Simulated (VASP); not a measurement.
Set up this calculation in VASP 6.6.1, as the native input.

```
Task                   : single point
Functional             : PBEsol
Potentials or basis    : VASP PAW PBE potentials, release 64 (Al, Fe)
Cutoff                 : 520 eV
k mesh                 : 14 × 14 × 14
Occupations            : gaussian, width 0.1 eV
Spin                   : collinear spin, ferromagnetic start
Starting moments       : [0.0, 0.79] μB
Dipole correction      : no
Further INCAR settings : ALGO = Normal; EDIFF = 1e-06; NBANDS = 16
```

The structure of AlFe lies in POSCAR:

```
AlFe
1.0
    2.8450118711      0.0000000000      0.0000000000
    0.0000000000      2.8450118711      0.0000000000
    0.0000000000      0.0000000000      2.8450118711
Al Fe
1 1
Direct
    0.0000000000      0.0000000000      0.0000000000
    0.5000000000      0.5000000000      0.5000000000
```

These files were run (other wordings do the same):

INCAR

```
SYSTEM = AlFe
PREC = Accurate
ENCUT = 520
EDIFF = 1E-6
ISMEAR = 0
SIGMA = 0.1
LREAL = .FALSE.
LASPH = .TRUE.
NELM = 150
ALGO = Normal
ISIF = 2
LWAVE = .FALSE.
LCHARG = .FALSE.
ISPIN = 2
MAGMOM = 0 0.79
LORBIT = 11
LMAXMIX = 4
GGA = PS
NBANDS = 16
```

KPOINTS

```
Automatic mesh
0
G
  14 14 14
  0 0 0
```

Potentials or basis: VASP PAW PBE potentials, release 64 (Al, Fe).

Launch:

```sh
$ cat potpaw_PBE.64/Al/POTCAR potpaw_PBE.64/Fe/POTCAR > POTCAR
$ mpirun -np 1 vasp_std > vasp.out
```

Results of the run:

```yaml
Pressure: 0.2 GPa
Net_moment: 0.65 μB per cell
Site_moments: Al -0.02; Fe +0.69 μB
Valence_electrons_inside_the_program's_atomic_spheres: Al 0.85; Fe 7.50
```

Caveat: the PAW data sets were made with another functional, which shifts forces and pressure a little.

Wall time 26 s on 1 thread of Intel(R) Xeon(R) 6975P-C (Granite Rapids), on a shared host, peak memory 0.2 GiB.
